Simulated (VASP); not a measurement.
Set up this calculation in VASP 6.6.1, as the native input.

```
Task                   : single point
Functional             : r2SCAN
Dispersion             : D4
Potentials or basis    : VASP PAW PBE potentials, release 64 (Si, Se)
Cutoff                 : 520 eV
k mesh                 : 9 × 9 × 7
Occupations            : fermi-dirac, width 0.05 eV
Spin                   : no spin polarisation
Dipole correction      : no
Further INCAR settings : ALGO = Normal; EDIFF = 1e-06; NBANDS = 12
```

The system is SiSe.

```
Si Se
1.0
     3.57964    0.00000    0.00000
    -1.78982    3.10006    0.00000
     0.00000    0.00000    3.60746
Si Se
1 1
Direct
  0.66667 0.33333 0.50000
  0.00000 0.00000 0.00000
```

These files were run (other wordings do the same):

POSCAR

```
SiSe
1.0
    3.5796424352      0.0000000000      0.0000000000
   -1.7898212176      3.1000612853      0.0000000000
    0.0000000000      0.0000000000      3.6074634943
Si Se
1 1
Direct
    0.6666666667      0.3333333333      0.5000000000
    0.0000000000      0.0000000000      0.0000000000
```

INCAR.step1

```
PREC = Accurate ; ENCUT = 520
ISMEAR = -1 ; SIGMA = 0.05
LREAL = False ; LASPH = True
NELM = 60 ; NBANDS = 12
GGA = PE ; ALGO = Normal
EDIFF = 1E-4 ; LWAVE = True
LCHARG = False
```

INCAR.step2

```
PREC = Accurate ; ENCUT = 520
EDIFF = 1E-6 ; ISMEAR = -1
SIGMA = 0.05 ; LREAL = False
LASPH = True ; NELM = 60
ALGO = Normal ; ISIF = 2
LWAVE = False ; LCHARG = True
METAGGA = R2SCAN ; LMIXTAU = True
IVDW = 13 ; VDW_S6 = 1.0
VDW_S8 = 0.6018749 ; VDW_A1 = 0.51559235
VDW_A2 = 5.77342911 ; LELF = True
LVHAR = True ; NBANDS = 12
ISTART = 1
```

KPOINTS

```
regular mesh
0
Gamma
  9 9 7
```

Potentials or basis: VASP PAW PBE potentials, release 64 (Si, Se).

Command:

```console
$ cat potpaw_PBE.64/Si/POTCAR potpaw_PBE.64/Se/POTCAR > POTCAR
$ cp INCAR.step1 INCAR
$ mpirun -np 1 vasp_std > vasp.out
$ cp INCAR.step2 INCAR
$ mpirun -np 1 vasp_std > vasp.out
```

It gave:

The pressure is 0.0 GPa. The band gap on the k mesh is zero (bands 5 and 6 overlap by 3.15 eV) and the dispersion energy per atom is -0.144 eV.

Caveat: the PAW data sets were made with another functional, which shifts forces and pressure a little.

Wall time 96 s on 1 thread of AMD EPYC 7R43 64-Core Processor (Zen 3), with other jobs on the host, peak memory 0.14 GiB.
